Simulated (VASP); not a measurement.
A run of VASP 6.6.1 is set up as follows.

INCAR

```
SYSTEM = Ti
  ALGO = Fast
  EDIFF = 1E-8
  ENCUT = 520
  IBRION = 8
  ISIF = 2
  ISMEAR = -1
  LASPH = .True.
  LCHARG = .False.
  LREAL = .False.
  LWAVE = .False.
  NELM = 100
  NSW = 1
  PREC = Accurate
  SIGMA = 0.15
```

KPOINTS

```
k-points
0
Gamma
  18 18 10
  0 0 0
```

POSCAR

```
Ti
1.0
    2.8446349415      0.0000000000      0.0000000000
   -1.4223174708      2.4635261238      0.0000000000
    0.0000000000      0.0000000000      4.5182467941
Ti
2
Direct
    0.3333333333      0.6666666667      0.2500000000
    0.6666666667      0.3333333333      0.7500000000
```

Potentials or basis: VASP PAW LDA potentials, release 64 (Ti_sv).

The run is started by

```console
$ cat potpaw_LDA.64/Ti_sv/POTCAR > POTCAR
$ mpirun -np 1 vasp_std > vasp.out
```

**Question.** Predict the highest phonon frequency at Γ.

**Answer.** 232 cm⁻¹.

Phonon frequencies in cm⁻¹ (negative: imaginary):
| q point | frequencies |
| --- | --- |
| (0.000, 0.000, 0.000) | 0 0 0 95 95 232 |

Caveat: the cell stands under pressure or tension, which shifts response properties.
